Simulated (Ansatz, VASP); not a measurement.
## HWCl6 in VASP and in Ansatz

```
CELL_PARAMETERS angstrom
2.29968 1.32772 9.76418
-2.29968 1.32772 9.76418
0.00000 -2.65544 9.76418
ATOMIC_POSITIONS crystal
H 0.50000 0.50000 0.50000
W 0.00000 0.00000 0.00000
Cl 0.67205 0.67205 0.67205
Cl 0.07578 0.07578 0.07578
Cl 0.92422 0.92422 0.92422
Cl 0.32795 0.32795 0.32795
Cl 0.20046 0.20046 0.20046
Cl 0.79954 0.79954 0.79954
```

Change from the starting cell: species swapped into the BiPd6Se type (R-3m, No. 166).

Alike in both runs: functional PBE; k mesh 3 × 3 × 3; occupations gaussian, width 0.15 eV; no spin polarisation.

Ansatz relaxed the structure, and its values are those at the end. VASP's run is a single point on that final structure, the one shown.

|  | VASP | Ansatz |
| --- | --- | --- |
| version | VASP 6.6.1 | Ansatz 0.2.0 |
| potentials or method | VASP PAW PBE potentials, release 64 (H, W_sv, Cl), cutoff 520 eV | scalar-relativistic, plane waves, PAW |
| valence electrons in the cell | 57 | 57 |

Ansatz gave:

| Item | Value |
| --- | --- |
| gap on the k mesh at the Fermi level (eV) | none |
| pressure (GPa) | 0.1 |
| rms of the force components (eV/Å) | 0.003 |

Q: Estimate VASP's values.

A: gap on the k mesh at the Fermi level (eV): none; pressure (GPa): 0.0; rms of the force components (eV/Å): 0.004.

A gap of «none» marks a metal or a gap that the smearing closes. The functional is the same, so the differences come from potentials, cutoffs and numerics.

The k mesh is coarse, so the values compare programs but aren't converged. Neither program's run includes spin-orbit coupling.
